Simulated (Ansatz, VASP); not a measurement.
# One calculation of Rh, two programs

INCAR

```
SYSTEM = Rh
  ALGO = Fast
  EDIFF = 1E-6
  ENCUT = 520
  GGA = PS
  ISIF = 2
  ISMEAR = 0
  LASPH = .TRUE.
  LCHARG = .FALSE.
  LREAL = .FALSE.
  LWAVE = .FALSE.
  NBANDS = 14
  NELM = 60
  PREC = Accurate
  SIGMA = 0.15
```

File KPOINTS:

```
k-points
0
G
  22 22 22
  0 0 0
```

Contents of POSCAR:

```
Rh
1.0
    0.0000000000      1.8730267500      1.9300732500
    1.8730267500      0.0000000000      1.9300732500
    1.8730267500      1.8730267500      0.0000000000
Rh
1
Direct
    0.0000000000      0.0000000000      0.0000000000
```

Input for Ansatz:

```yaml
crystal:
  lattice:
    - [0.0, 1.87302675, 1.93007325]
    - [1.87302675, 0.0, 1.93007325]
    - [1.87302675, 1.87302675, 0.0]
  atoms:
    - { symbol: Rh, position: [0.0, 0.0, 0.0] }
basis:
  ecutwfc: 420
kpoints:
  mp_grid: { grid: [22, 22, 22] }
hamiltonian:
  xc: pbesol
scf:
  occupations: { method: gaussian, width: 0.15 }
output:
  forces: true
  stress: true
  eigenvalues: true
```

Change from the starting cell: strain -0.015 along x and y, +0.015 along z, atoms carried along.

Alike in both runs: task single point; functional PBEsol; k mesh 22 × 22 × 22; occupations gaussian, width 0.15 eV; no spin polarisation.

|  | VASP | Ansatz |
| --- | --- | --- |
| version | VASP 6.6.1 | Ansatz 0.2.0 |
| potentials or method | VASP PAW PBE potentials, release 64 (Rh_pv), cutoff 520 eV | scalar-relativistic, plane waves, PAW |
| valence electrons in the cell | 15 | 17 |

Ansatz gave:

| Quantity | Value |
| --- | --- |
| gap on the k mesh at the Fermi level (eV) | none |
| pressure (GPa) | -0.6 |
| traceless stress, the component that is largest in VASP (GPa) | -5.28 |

**Question.** What did VASP give for the same quantities?

**Answer.** gap on the k mesh at the Fermi level (eV): none; pressure (GPa): -0.7; traceless stress, the component that is largest in VASP (GPa): -5.26.

VASP's potentials were made for PBE, not for PBEsol. A gap of «none» marks a metal or a gap that the smearing closes. With one functional, cell and mesh, what is left measures potentials, basis and numerics. VASP's potentials hold 15 valence electrons a cell and Ansatz's 17, so a difference there can come from the potentials and not from the codes.
